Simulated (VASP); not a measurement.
# ZrB (Fm-3m) in VASP: notebook, part 2 of 2

VASP 6.6.1. The steps go on from the part before.

**3. Single point, PBEsol**

This run uses another cell than the first one, of 13.62 Å³/atom.

Input file INCAR:

```
SYSTEM = ZrB
ALGO = Normal
EDIFF = 1E-6
ENCUT = 520
GGA = PS
ISIF = 2
ISMEAR = 0
LASPH = .True.
LCHARG = .True.
LELF = .True.
LREAL = .False.
LVHAR = .True.
LWAVE = .False.
NBANDS = 14
NELM = 80
PREC = Accurate
SIGMA = 0.1
```

Input file KPOINTS:

```
k-points
0
Gamma
  14 14 14
  0 0 0
```

Input file POSCAR:

```
ZrB
1.0
    0.0000000000      2.3883279276      2.3883279276
    2.3883279276      0.0000000000      2.3883279276
    2.3883279276      2.3883279276      0.0000000000
Zr B
1 1
Direct
    0.0000000000      0.0000000000      0.0000000000
    0.5000000000      0.5000000000      0.5000000000
```

Potentials or basis: VASP PAW PBE potentials, release 64 (Zr_sv, B).

Run with:

```bash
$ cat potpaw_PBE.64/Zr_sv/POTCAR potpaw_PBE.64/B/POTCAR > POTCAR
$ mpirun -np 1 vasp_std > vasp.out
```

OUTCAR:

```text
SYSTEM = ZrB
   EDIFF = 1E-6
   ENCUT = 520
   GGA = PS
   ISIF = 2
   ISMEAR = 0
   LASPH = .True.
   LREAL = .False.
   NELM = 80
   PREC = Accurate

 ion  position               nearest neighbor table
   1  0.000  0.000  0.000-   2 2.39   2 2.39   2 2.39   2 2.39   2 2.39   2 2.39
   2  0.500  0.500  0.500-   1 2.39   1 2.39   1 2.39   1 2.39   1 2.39   1 2.39

  LATTYP: Found a face centered cubic cell.
 ALAT       =     4.7766558552

  Lattice vectors:

 A1 = (   0.0000000000,   2.3883279276,   2.3883279276)
 A2 = (   2.3883279276,   0.0000000000,   2.3883279276)
 A3 = (   2.3883279276,   2.3883279276,   0.0000000000)

Analysis of symmetry for initial positions (statically):
=====================================================================
 Subroutine PRICEL returns:
 Original cell was already a primitive cell.

 Routine SETGRP: Setting up the symmetry group for a
 face centered cubic supercell.

 Subroutine GETGRP returns: Found 48 space group operations
 (whereof 48 operations were pure point group operations)
 out of a pool of 48 trial point group operations.

The static configuration has the point symmetry O_h .

Analysis of symmetry for dynamics (positions and initial velocities):
=====================================================================
 Subroutine PRICEL returns:
 Original cell was already a primitive cell.

 Routine SETGRP: Setting up the symmetry group for a
 face centered cubic supercell.

 Subroutine GETGRP returns: Found 48 space group operations
 (whereof 48 operations were pure point group operations)
 out of a pool of 48 trial point group operations.

The dynamic configuration has the point symmetry O_h .

 Subroutine INISYM returns: Found 48 space group operations
 (whereof 48 operations are pure point group operations),
 and found     1 'primitive' translations

----------------------------------------------------------------------------------------

                                     Primitive cell

  volume of cell :      27.2466

[... 118 lines left out ...]
   LRPA    =     F    only Hartree local field effects (RPA)
 non-spin polarized calculation
 Gauss-broadening in eV      SIGMA  =   0.10
  energy-cutoff  :      520.00
  volume of cell :       27.25
 maximum number of plane-waves:       754
 NGX is ok and might be reduce to    28
   NGX = 13   NGY = 13   NGZ = 13

 number of electron      15.0000000 magnetization

 Free energy of the ion-electron system (eV)
  ---------------------------------------------------
  ext. energy  EPLUGINS =         0.00000000
  ---------------------------------------------------
  free energy    TOTEN  =       -16.87492976 eV

  energy without entropy =      -16.86903896  energy(sigma->0) =      -16.87198436

 E-fermi :   8.0906     XC(G=0): -11.9506

 val. band max:        8.0875233525   @ k =   0.3571   0.1429   0.0000
 cond. band min:       8.0935594606   @ k =  -0.1429   0.1429   0.0000
 fundamental gap:      0.0060361081
 Fermi energy:         8.0905532328

 k-point     1 :       0.0000    0.0000    0.0000
  band No.  band energies     occupation
      1     -38.9131      2.00000
      2     -16.7363      2.00000
      3     -16.7363      2.00000
      4     -16.7363      2.00000
      5      -0.0846      2.00000
      6       9.9027      0.00000
      7       9.9027      0.00000
      8       9.9027      0.00000
      9      11.5086      0.00000
     10      11.5086      0.00000
     11      11.7479      0.00000
     12      11.7479      0.00000
     13      11.7479      0.00000
     14      18.9636      0.00000
[... 377 lines left out ...]
      1     -38.8628      2.00000
      2     -17.1014      2.00000
      3     -16.8289      2.00000
      4     -16.8168      2.00000
      5       1.4861      2.00000
      6       6.7496      2.00000
      7       7.9111      1.98887
      8       8.6802      0.00000
      9      10.2732      0.00000
     10      12.2836      0.00000
     11      13.6519      0.00000
     12      15.0868      0.00000
     13      17.5436      0.00000
     14      21.0630      0.00000

 [... further k-points ...]

------------------------ aborting loop because EDIFF is reached ----------------------------------------

  FORCE on cell =-STRESS in cart. coord.  units (eV):
  Direction    XX          YY          ZZ          XY          YZ          ZX
  --------------------------------------------------------------------------------------
  -------------------------------------------------------------------------------------
  Total        1.7434019      1.7434019      1.7434019      0.0000000      0.0000000      0.0000000
  in kB      102.5170826    102.5170826    102.5170826      0.0000000      0.0000000      0.0000000
  external PRESSURE =     102.5170826 kB  Pullay stress =       0.0000000 kB

 VOLUME and BASIS-vectors are now :
 -----------------------------------------------------------------------------
  energy-cutoff  :      520.00
  volume of cell :       27.25
      direct lattice vectors                 reciprocal lattice vectors
     0.000000000  2.388327928  2.388327928    -0.209351486  0.209351486  0.209351486
     2.388327928  0.000000000  2.388327928     0.209351486 -0.209351486  0.209351486
     2.388327928  2.388327928  0.000000000     0.209351486  0.209351486 -0.209351486

 POSITION                                       TOTAL-FORCE (eV/Angst)
 -----------------------------------------------------------------------------------
      0.00000      0.00000      0.00000         0.000000      0.000000     -0.000000
      2.38833      2.38833      2.38833         0.000000      0.000000      0.000000
 -----------------------------------------------------------------------------------
    total drift:                               -0.000000      0.000000      0.000000

  FREE ENERGIE OF THE ION-ELECTRON SYSTEM (eV)
  ---------------------------------------------------
  free  energy   TOTEN  =       -16.8749297633 eV

  energy  without entropy=      -16.8690389631  energy(sigma->0) =      -16.87198436
```

OSZICAR:

```text
N       E                     dE             d eps       ncg     rms          rms(c)
DAV:   1     0.928801449894E+02    0.92880E+02   -0.78477E+03  2912   0.103E+03
DAV:   2    -0.147749426373E+02   -0.10766E+03   -0.10190E+03  3626   0.280E+02
DAV:   3    -0.185207878656E+02   -0.37458E+01   -0.37040E+01  4362   0.441E+01
DAV:   4    -0.186033066118E+02   -0.82519E-01   -0.82490E-01  3520   0.583E+00
DAV:   5    -0.186052681837E+02   -0.19616E-02   -0.19615E-02  4280   0.633E-01    0.204E+01
DAV:   6    -0.168968324014E+02    0.17084E+01   -0.24518E+00  3380   0.138E+01    0.758E+00
DAV:   7    -0.168763453127E+02    0.20487E-01   -0.26992E-01  4200   0.364E+00    0.321E+00
DAV:   8    -0.168754696982E+02    0.87561E-03   -0.31160E-02  3614   0.147E+00    0.255E-01
DAV:   9    -0.168748798190E+02    0.58988E-03   -0.27398E-03  3416   0.322E-01    0.137E-01
DAV:  10    -0.168749331640E+02   -0.53345E-04   -0.37490E-04  3428   0.215E-01    0.217E-02
DAV:  11    -0.168749307285E+02    0.24355E-05   -0.15030E-05  3680   0.335E-02    0.392E-03
DAV:  12    -0.168749297633E+02    0.96525E-06   -0.65609E-07  2118   0.938E-03
   1 F= -.16874930E+02 E0= -.16871984E+02  d E =-.589080E-02
```

stdout:

```text
POSCAR found type information on POSCAR ZrB
 POSCAR found :  2 types and       2 ions
 scaLAPACK will be used
 -----------------------------------------------------------------------------
|                                                                             |
|                                                                             |
|     You enforced a specific xc type in the INCAR file but a different       |
|     I HOPE YOU KNOW WHAT YOU ARE DOING!                                     |
|                                                                             |
 -----------------------------------------------------------------------------

 LDA part: xc-table for (Slater+PW92), standard interpolation
 POSCAR, INCAR and KPOINTS ok, starting setup
 FFT: planning ... GRIDC
 FFT: planning ... GRID_SOFT
 FFT: planning ... GRID
 WAVECAR not read
 entering main loop
```

It took 48 s on 1 thread of Intel Xeon 8259CL, shared host; peak memory 0.18 GiB.

Results:

| Item | Value |
| --- | --- |
| Free energy | -16.8749 eV |
| Pressure | 10.3 GPa |
| Band gap on the k mesh | zero (an odd number of electrons rules out a gap without spin polarisation) |

Caveat: the cell stands under pressure; the PAW data sets were made with another functional, which shifts forces and pressure a little.
